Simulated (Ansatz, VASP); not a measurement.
# Hf2TeW2S in VASP and in Ansatz

The input INCAR:

```
ALGO = Normal
EDIFF = 1E-7
EDIFFG = -0.01
ENCUT = 600
GGA = PE
IBRION = 2
ISIF = 3
ISMEAR = 0
LASPH = True
LCHARG = False
LREAL = False
LWAVE = False
NELM = 80
NSW = 100
PREC = Accurate
SIGMA = 0.1
```

The input KPOINTS:

```
k-points
0
Gamma
  8 8 8
```

Contents of POSCAR:

```
Hf2TeW2S
1.0
    4.6964821690      0.0000000000      0.0000000000
    0.0000000000      4.6964821690      0.0000000000
    0.0000000000      0.0000000000      5.6759739853
Hf Te W S
2 1 2 1
Direct
    0.5000000000      0.5000000000      0.0000000000
    0.0000000000      0.0000000000      0.5000000000
    0.0000000000      0.0000000000      0.0000000000
    0.5000000000      0.0000000000      0.6836166894
    0.0000000000      0.5000000000      0.3163833106
    0.5000000000      0.5000000000      0.5000000000
```

Input for Ansatz:

```yaml
crystal:
  lattice:
    - [4.696482169, 0.0, 0.0]
    - [0.0, 4.696482169, 0.0]
    - [0.0, 0.0, 5.6759739853]
  atoms:
    - { symbol: Hf, position: [0.5, 0.5, 0.0] }
    - { symbol: Hf, position: [0.0, 0.0, 0.5] }
    - { symbol: Te, position: [0.0, 0.0, 0.0] }
    - { symbol: W, position: [0.5, 0.0, 0.6836166894] }
    - { symbol: W, position: [0.0, 0.5, 0.3163833106] }
    - { symbol: S, position: [0.5, 0.5, 0.5] }
basis:
  ecutwfc: 420
kpoints:
  mp_grid: { grid: [8, 8, 8] }
hamiltonian:
  xc: pbe
scf:
  occupations: { method: gaussian, width: 0.1 }
output:
  forces: true
  stress: true
  eigenvalues: true
  write_density: true
  write_potential: true
  elf: true
  volumetric_format: npy
relax:
  adjacent_minimum: "off"
  f_tol: 0.01
  max_steps: 80
  cell: { stress_tol: 0.05 }
```

Change from the starting cell: species swapped into the Li2MgCdP2 type (P-4m2, No. 115).

Alike in both runs: task relaxation of cell and atoms; functional PBE; k mesh 8 × 8 × 8; occupations gaussian, width 0.1 eV; no spin polarisation.

|  | VASP | Ansatz |
| --- | --- | --- |
| version | VASP 6.6.1 | Ansatz 0.2.0 |
| potentials or method | VASP PAW PBE potentials, release 64 (Hf_pv, Te, W_sv, S), cutoff 600 eV | scalar-relativistic, plane waves, PAW |
| valence electrons in the cell | 60 | 102 |

```tsv
	VASP	Ansatz	Ansatz less VASP
gap on the k mesh at the Fermi level, each at its own relaxed structure (eV)	0.05	0.05	0.000
relaxed volume (Å³/atom)	20.84	20.88	+0.040
relaxed length of the cell vector where the two differ most in proportion (Å)	4.693	4.696	+0.0034
```

VASP's potentials hold 60 valence electrons a cell and Ansatz's 102, so a difference there can come from the potentials and not from the codes.

Neither program's run includes spin-orbit coupling.
